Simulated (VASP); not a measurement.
A run of VASP 6.6.1 is set up as follows.

POSCAR

```
NaF
1.0
    0.0000000000      2.3201397650      2.2887504660
    2.3201397650      0.0000000000      2.2887504660
    2.3201397650      2.3201397650      0.0000000000
Na F
1 1
Direct
    0.0000000000      0.0000000000      0.0000000000
    0.5000000000      0.5000000000      0.5000000000
```

Contents of INCAR.step1:

```
SYSTEM = NaF
PREC = Accurate
ENCUT = 500
EDIFF = 1E-8
ISMEAR = 0
SIGMA = 0.01
LREAL = .False.
LASPH = .True.
NELM = 60
ALGO = Normal
LWAVE = .True.
LCHARG = .False.
GGA = PE
```

File INCAR.step2:

```
SYSTEM = NaF
PREC = Accurate
ENCUT = 500
EDIFF = 1E-8
ISMEAR = 0
SIGMA = 0.01
LREAL = .False.
LASPH = .True.
NELM = 1
ALGO = Exact
LWAVE = .True.
LCHARG = .False.
GGA = PE
NBANDS = 110
LOPTICS = .True.
ISTART = 1
```

INCAR.step3

```
SYSTEM = NaF
PREC = Accurate
ENCUT = 500
EDIFF = 1E-8
ISMEAR = 0
SIGMA = 0.01
LREAL = .False.
LASPH = .True.
ALGO = EVGW0
LWAVE = .False.
LCHARG = .False.
GGA = PE
NELMGW = 1
NBANDS = 110
ENCUTGW = 150.0
NOMEGA = 96
PRECFOCK = Fast
ISTART = 1
NBANDSGW = 16
OMEGAMAX = 20
```

Contents of KPOINTS:

```
regular mesh
0
Gamma
  6 6 6
  0 0 0
```

Potentials or basis: VASP PAW PBE potentials, release 64 (Na_sv_GW, F_GW).

Command:

```sh
$ cat potpaw_PBE.64/Na_sv_GW/POTCAR potpaw_PBE.64/F_GW/POTCAR > POTCAR
$ cp INCAR.step1 INCAR
$ mpirun -np 1 vasp_std > vasp.out
$ cp INCAR.step2 INCAR
$ mpirun -np 1 vasp_std > vasp.out
$ cp INCAR.step3 INCAR
$ mpirun -np 1 vasp_std > vasp.out
```

(1) Estimate the quasiparticle gap.

(2) Predict the least direct quasiparticle gap.

(3) Estimate the band gap of the starting levels on the mesh.

(4) Predict the least direct gap of the starting levels on the mesh.

Results:

(1) 10.57 eV.

(2) 10.57 eV.

(3) 6.38 eV.

(4) 6.38 eV.

Caveat: the k points lie up to 0.39 Å⁻¹ apart; bands, screening cutoff and mesh are small and nothing is extrapolated, so the quasiparticle values aren't converged.
